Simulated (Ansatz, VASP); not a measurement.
Rb2H in VASP and in Ansatz

```
Rb H
1.0
     4.52902    0.00000    0.00000
     0.00000    4.52902    0.00000
     0.00000    0.00000   15.65109
Rb H
4 2
Direct
  0.00000 0.50000 0.11303
  0.00000 0.50000 0.61303
  0.50000 0.00000 0.38697
  0.50000 0.00000 0.88697
  0.00000 0.00000 0.00000
  0.50000 0.50000 0.50000
```

Alike in both runs: functional PBE; k mesh 8 × 8 × 6; occupations gaussian, width 0.1 eV; no spin polarisation.

Ansatz relaxed the structure, and its values are those at the end. VASP's run is a single point on that final structure, the one shown.

|  | VASP | Ansatz |
| --- | --- | --- |
| version | VASP 6.6.1 | Ansatz 0.2.0 |
| potentials or method | VASP PAW PBE potentials, release 64 (Rb_sv, H), cutoff 520 eV | scalar-relativistic, plane waves, PAW |
| valence electrons in the cell | 38 | 38 |

```csv
,VASP,Ansatz,Ansatz less VASP
gap on the k mesh at the Fermi level (eV),none,none,-
pressure (GPa),0.0,0.0,+0.01
```

A gap of «none» marks a metal or a gap that the smearing closes. With one functional, cell and mesh, what is left measures potentials, basis and numerics.
